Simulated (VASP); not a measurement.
Set up this calculation in VASP 6.6.1, as the native input.

- Task: single point
- Functional: PBE
- Dispersion: D4
- Potentials or basis: VASP PAW PBE potentials, release 64 (Pt, I, S)
- Cutoff: 520 eV
- k mesh: 4 × 4 × 4, shifted
- Occupations: gaussian, width 0.1243 eV
- Spin: no spin polarisation
- Dipole correction: no
- Further INCAR settings: ALGO = Normal; EDIFF = 1e-06; NBANDS = 30

The structure of Pt3SI lies in POSCAR:

```
Pt3SI
1.0
    4.6379280000      0.0000000000      0.0000000000
    0.0000000000      4.6379280000      0.0000000000
    0.0000000000      0.0000000000      4.6379280000
Pt I S
3 1 1
Direct
    0.5150000000      0.3990000000      0.0160000000
    0.0160000000      0.5150000000      0.3990000000
    0.3990000000      0.0160000000      0.5150000000
    0.0000000000      0.0000000000      0.0000000000
    0.5360000000      0.5360000000      0.5360000000
```

One way to write it, as run:

INCAR

```
SYSTEM = Pt3SI
ALGO     = Normal         ! electronic algorithm
EDIFF    = 1E-6           ! SCF threshold, eV
ENCUT    = 520            ! plane-wave cutoff, eV
GGA      = PE             ! functional
ISIF     = 2              ! what is computed and relaxed
ISMEAR   = 0              ! smearing method
IVDW     = 13             ! dispersion correction
LASPH    = .True.         ! aspherical terms in the spheres
LCHARG   = .False.        ! write CHGCAR
LREAL    = .False.        ! projectors in reciprocal space
LWAVE    = .False.        ! write WAVECAR
NBANDS   = 30             ! bands
NELM     = 60             ! most SCF steps
PREC     = Accurate       ! precision mode
SIGMA    = 0.1243         ! smearing width, eV
```

KPOINTS

```
Automatic mesh
0
Gamma
  4 4 4
  0.5 0.5 0.5
```

Potentials or basis: VASP PAW PBE potentials, release 64 (Pt, I, S).

Command:

```console
$ cat potpaw_PBE.64/Pt/POTCAR potpaw_PBE.64/I/POTCAR potpaw_PBE.64/S/POTCAR > POTCAR
$ mpirun -np 1 vasp_std > vasp.out
```

Results of the run:

```json
{
  "Pressure": "-5.8 GPa",
  "Largest force": "0.984 eV/Å",
  "Band gap on the k mesh": "zero (an odd number of electrons rules out a gap without spin polarisation)",
  "Dispersion energy per atom": "-0.551 eV"
}
```

Caveat: the cell stands under tension; spin-orbit coupling is left out, which moves the levels of the heavy elements.

Wall time 74 s on 1 thread of Intel Xeon 8259CL, on a shared host, peak memory 0.22 GiB.
